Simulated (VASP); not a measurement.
# NaI in VASP: a series of runs

NaI is run at these levels: PBE, r2SCAN, HSE06; tasks: single point.

Program: VASP 6.6.1. These are calculated values, not measurements. Logs are shortened: lines on timing, memory, paths and dates and some standing lists are left out, and cuts for length are marked.

## (1) The cell of the first run

The structure is cubic, space group F-43m (No. 216). Conventional cell: a = 6.798 Å, b = 6.798 Å, c = 6.798 Å, α = 90.00°, β = 90.00°, γ = 90.00°. Within 3.9 Å of Na (site symmetry -43m) lie 4 I at 2.94 Å. Within 3.9 Å of I (site symmetry -43m) lie 4 Na at 2.94 Å.

## (2) Single point, PBE (strain -4.1%)

INCAR reads:

```
SYSTEM = NaI
PREC = Accurate ; ENCUT = 520
EDIFF = 1E-6 ; ISMEAR = -1
SIGMA = 0.02 ; LREAL = .False.
LASPH = .True. ; NELM = 100
ALGO = Normal ; ISIF = 2
LWAVE = .False. ; LCHARG = .False.
GGA = PE ; NBANDS = 14
```

KPOINTS reads:

```
regular mesh
0
Gamma
  6 6 6
  0 0 0
```

POSCAR reads:

```
NaI
1.0
    0.0000000000      3.3989837796      3.3989837796
    3.3989837796      0.0000000000      3.3989837796
    3.3989837796      3.3989837796      0.0000000000
Na I
1 1
Direct
    0.0000000000      0.0000000000      0.0000000000
    0.2500000000      0.2500000000      0.2500000000
```

Potentials or basis: VASP PAW PBE potentials, release 64 (Na_pv, I).

The run is started by

```sh
> cat potpaw_PBE.64/Na_pv/POTCAR potpaw_PBE.64/I/POTCAR > POTCAR
> mpirun -np 1 vasp_std > vasp.out
```

OUTCAR:

```text
SYSTEM = NaI
   PREC = Accurate
   ENCUT = 520
   EDIFF = 1E-6
   ISMEAR = -1
   LREAL = .False.
   LASPH = .True.
   NELM = 100
   ISIF = 2
   GGA = PE

 ion  position               nearest neighbor table
   1  0.000  0.000  0.000-   2 2.94   2 2.94   2 2.94   2 2.94
   2  0.250  0.250  0.250-   1 2.94   1 2.94   1 2.94   1 2.94

  LATTYP: Found a face centered cubic cell.
 ALAT       =     6.7979675592

  Lattice vectors:

 A1 = (   0.0000000000,   3.3989837796,   3.3989837796)
 A2 = (   3.3989837796,   0.0000000000,   3.3989837796)
 A3 = (   3.3989837796,   3.3989837796,   0.0000000000)

Analysis of symmetry for initial positions (statically):
=====================================================================
 Subroutine PRICEL returns:
 Original cell was already a primitive cell.

 Routine SETGRP: Setting up the symmetry group for a
 face centered cubic supercell.

 Subroutine GETGRP returns: Found 24 space group operations
 (whereof 24 operations were pure point group operations)
 out of a pool of 48 trial point group operations.

The static configuration has the point symmetry T_d .

Analysis of symmetry for dynamics (positions and initial velocities):
=====================================================================
 Subroutine PRICEL returns:
 Original cell was already a primitive cell.

 Routine SETGRP: Setting up the symmetry group for a
 face centered cubic supercell.

 Subroutine GETGRP returns: Found 24 space group operations
 (whereof 24 operations were pure point group operations)
 out of a pool of 48 trial point group operations.

The dynamic configuration has the point symmetry T_d .

 Subroutine INISYM returns: Found 24 space group operations
 (whereof 24 operations are pure point group operations),
 and found     1 'primitive' translations

----------------------------------------------------------------------------------------

                                     Primitive cell

  volume of cell :      78.5375

  direct lattice vectors                    reciprocal lattice vectors
     0.000000000  3.398983780  3.398983780    -0.147102791  0.147102791  0.147102791
     3.398983780  0.000000000  3.398983780     0.147102791 -0.147102791  0.147102791
     3.398983780  3.398983780  0.000000000     0.147102791  0.147102791 -0.147102791

  length of vectors
     4.806888959  4.806888959  4.806888959     0.254789508  0.254789508  0.254789508

  position of ions in fractional coordinates (direct lattice)
     0.000000000  0.000000000  0.000000000
     0.250000000  0.250000000  0.250000000

  ion indices of the primitive-cell ions
   primitive index   ion index
                 1           1
                 2           2

----------------------------------------------------------------------------------------

 KPOINTS: regular mesh

Automatic generation of k-mesh.
 Grid dimensions read from file:
 generate k-points for:    6    6    6

 Generating k-lattice:

  Cartesian coordinates                     Fractional coordinates (reciprocal lattice)
    -0.024517132  0.024517132  0.024517132     0.166666667  0.000000000  0.000000000
     0.024517132 -0.024517132  0.024517132     0.000000000  0.166666667  0.000000000
     0.024517132  0.024517132 -0.024517132     0.000000000  0.000000000  0.166666667

  Length of vectors
     0.042464918  0.042464918  0.042464918

  Shift w.r.t. Gamma in fractional coordinates (k-lattice)
     0.000000000  0.000000000  0.000000000

 Subroutine IBZKPT returns following result:
 ===========================================

 Found     16 irreducible k-points:

 Following reciprocal coordinates:
            Coordinates               Weight
  0.000000  0.000000  0.000000      1.000000
  0.166667  0.000000  0.000000      8.000000
  0.333333  0.000000  0.000000      8.000000
  0.500000  0.000000  0.000000      4.000000
  0.166667  0.166667  0.000000      6.000000
  0.333333  0.166667  0.000000     24.000000
[... 8 lines left out ...]
 -0.333333  0.333333  0.166667     24.000000
 -0.333333  0.500000  0.166667     12.000000
   k-points           NKPTS =     16   k-points in BZ     NKDIM =     16   number of bands    NBANDS=     14
   number of dos      NEDOS =    301   number of ions     NIONS =      2
   total plane-waves  NPLWV =  46656
   dimension x,y,z NGX =    36 NGY =   36 NGZ =   36
   dimension x,y,z NGXF=    72 NGYF=   72 NGZF=   72
   ions per type =               1   1
   NGX,Y,Z   is equivalent  to a cutoff of  12.45, 12.45, 12.45 a.u.
   NGXF,Y,Z  is equivalent  to a cutoff of  24.90, 24.90, 24.90 a.u.
 SYSTEM =  NaI
   PREC   = accura    normal or accurate (medium, high low for compatibility)
   ISTART =      0    job   : 0-new  1-cont  2-samecut
   ICHARG =      2    charge: 1-file 2-atom 10-const
   ISPIN  =      1    spin polarized calculation?
   LNONCOLLINEAR =      F non collinear calculations
   LSORBIT =      F    spin-orbit coupling
   LASPH  =      T    aspherical Exc in radial PAW
   ENCUT  =  520.0 eV  38.22 Ry    6.18 a.u.   8.94  8.94  8.94*2*pi/ulx,y,z
   NELM   =    100;   NELMIN=  2; NELMDL= -5     # of ELM steps
   EDIFF  = 0.1E-05   stopping-criterion for ELM
   LREAL  =      F    real-space projection
   EDIFFG = 0.1E-04   stopping-criterion for IOM
   NSW    =      0    number of steps for IOM
   IBRION =     -1    ionic relax: 0-MD 1-quasi-New 2-CG
   NFREE  =      0    steps in history (QN), initial steepest desc. (CG)
   ISIF   =      2    stress and relaxation
   ISYM   =      2    0-nonsym 1-usesym 2-fastsym
   POTIM  = 0.5000    time-step for ionic-motion
   TEBEG  =    0.0;   TEEND  =   0.0 temperature during run
   PSTRESS=    0.0 pullay stress
   NELECT =      14.0000    total number of electrons
   NUPDOWN=      -1.0000    fix difference up-down
   EMIN   =  10.00;   EMAX   =-10.00  energy-range for DOS
   EFERMI =   0.00;   METHOD = LEGACY
   ISMEAR =    -1;   SIGMA  =   0.02  broadening in eV -4-tet -1-fermi 0-gaus
   EFERMI_NEDOS =   21; number of points for ismear=-14 and -15
   IALGO  =     38    algorithm
   IMIX   =      4    mixing-type and parameters
     AMIX     =   0.40;   BMIX     =  1.00
     AMIX_MAG =   1.60;   BMIX_MAG =  1.00
  volume/ion in A,a.u.               =      39.27       265.00
  Fermi-wavevector in a.u.,A,eV,Ry     =   0.921351  1.741101 11.549816  0.848888
  Thomas-Fermi vector in A             =   2.046758
   LORBIT       =      0    0 simple, 1 ext, 2 COOP (PROOUT), +10 PAW based schemes
   GGA     = PE    functional components
   LHFCALC =     F    Hartree Fock is set to
   AEXX    =    0.0000 exact exchange contribution
   IVDW    =     0    specifies the selected vdW correction
   LEPSILON=     F    determine dielectric tensor
   LRPA    =     F    only Hartree local field effects (RPA)
 non-spin polarized calculation
  energy-cutoff  :      520.00
  volume of cell :       78.54
 maximum number of plane-waves:      2126
   NGX = 17   NGY = 17   NGZ = 17

 number of electron      13.9999995 magnetization

 Free energy of the ion-electron system (eV)
  ---------------------------------------------------
  ext. energy  EPLUGINS =         0.00000000
  ---------------------------------------------------
  free energy    TOTEN  =        -5.20594921 eV

  energy without entropy =       -5.20594921  energy(sigma->0) =       -5.20594921

 E-fermi :   0.0474     XC(G=0):  -6.9187

 val. band max:       -0.4627239377   @ k =   0.0000   0.0000   0.0000
 cond. band min:       3.5789337223   @ k =   0.0000   0.0000   0.0000
 fundamental gap:      4.0416576600
 Fermi energy:         0.0474052928

 k-point     1 :       0.0000    0.0000    0.0000
  band No.  band energies     occupation
      1     -22.3552      2.00000
      2     -22.3552      2.00000
      3     -22.3552      2.00000
      4     -11.0824      2.00000
      5      -0.4627      2.00000
      6      -0.4627      2.00000
      7      -0.4627      2.00000
      8       3.5789      0.00000
      9       7.6408      0.00000
     10       7.6408      0.00000
     11       7.6408      0.00000
     12       9.4469      0.00000
     13       9.4469      0.00000
     14      11.0324      0.00000

 k-point     2 :       0.1667    0.0000    0.0000
  band No.  band energies     occupation
      1     -22.3565      2.00000
      2     -22.3553      2.00000
      3     -22.3553      2.00000
      4     -11.0356      2.00000
      5      -0.9433      2.00000
      6      -0.5048      2.00000
      7      -0.5048      2.00000
      8       4.2337      0.00000
      9       7.3085      0.00000
     10       7.8025      0.00000
     11       7.8025      0.00000
     12       9.0183      0.00000
     13       9.0183      0.00000
     14      10.6604      0.00000

 k-point     3 :       0.3333    0.0000    0.0000
  band No.  band energies     occupation
      1     -22.3591      2.00000
      2     -22.3557      2.00000
      3     -22.3556      2.00000
      4     -10.9387      2.00000
      5      -1.6674      2.00000
      6      -0.5850      2.00000
      7      -0.5850      2.00000
      8       5.0382      0.00000
      9       7.3671      0.00000
     10       7.5355      0.00000
     11       7.5355      0.00000
     12       9.7467      0.00000
     13       9.7467      0.00000
     14      10.1255      0.00000
[... 188 lines left out ...]
 k-point    15 :      -0.3333    0.3333    0.1667
  band No.  band energies     occupation
      1     -22.3601      2.00000
      2     -22.3571      2.00000
      3     -22.3563      2.00000
      4     -10.8410      2.00000
      5      -1.6505      2.00000
      6      -1.2591      2.00000
      7      -0.8585      2.00000
      8       5.8513      0.00000
      9       6.5295      0.00000
     10       7.5585      0.00000
     11       8.3040      0.00000
     12       9.7586      0.00000
     13      11.0490      0.00000
     14      11.8605      0.00000

 k-point    16 :      -0.3333    0.5000    0.1667
  band No.  band energies     occupation
      1     -22.3603      2.00000
      2     -22.3571      2.00000
      3     -22.3567      2.00000
      4     -10.8249      2.00000
      5      -1.6638      2.00000
      6      -1.2077      2.00000
      7      -1.0081      2.00000
      8       5.2880      0.00000
      9       6.5418      0.00000
     10       8.2018      0.00000
     11       8.3344      0.00000
     12      10.8526      0.00000
     13      11.5334      0.00000
     14      11.8374      0.00000

------------------------ aborting loop because EDIFF is reached ----------------------------------------

  FORCE on cell =-STRESS in cart. coord.  units (eV):
  Direction    XX          YY          ZZ          XY          YZ          ZX
  --------------------------------------------------------------------------------------
  -------------------------------------------------------------------------------------
  Total        1.1794350      1.1794350      1.1794350     -0.0000000      0.0000000     -0.0000000
  in kB       24.0606483     24.0606483     24.0606483     -0.0000000      0.0000000     -0.0000000
  external PRESSURE =      24.0606483 kB  Pullay stress =       0.0000000 kB

 VOLUME and BASIS-vectors are now :
 -----------------------------------------------------------------------------
  energy-cutoff  :      520.00
  volume of cell :       78.54
      direct lattice vectors                 reciprocal lattice vectors
     0.000000000  3.398983780  3.398983780    -0.147102791  0.147102791  0.147102791
     3.398983780  0.000000000  3.398983780     0.147102791 -0.147102791  0.147102791
     3.398983780  3.398983780  0.000000000     0.147102791  0.147102791 -0.147102791

 POSITION                                       TOTAL-FORCE (eV/Angst)
 -----------------------------------------------------------------------------------
      0.00000      0.00000      0.00000         0.000000      0.000000      0.000000
      1.69949      1.69949      1.69949        -0.000000     -0.000000     -0.000000
 -----------------------------------------------------------------------------------
    total drift:                                0.000002      0.000002      0.000002

  FREE ENERGIE OF THE ION-ELECTRON SYSTEM (eV)
  ---------------------------------------------------
  free  energy   TOTEN  =        -5.2059492118 eV

  energy  without entropy=       -5.2059492118  energy(sigma->0) =       -5.20594921
```

Wall time 13 s (1 thread of Intel Xeon Platinum 8488C (Sapphire Rapids), shared host); peak memory 0.2 GiB.

What came out:

| Property | Result |
| --- | --- |
| Free energy | -5.2059 eV |
| Pressure | 2.4 GPa |
| Band gap on the k mesh | 4.04 eV, direct |

Caveat: the cell differs from its parent crystal (strain -4.1%); spin-orbit coupling is left out, which moves the levels of the heavy elements.

(Continued in part 2 of 2.)
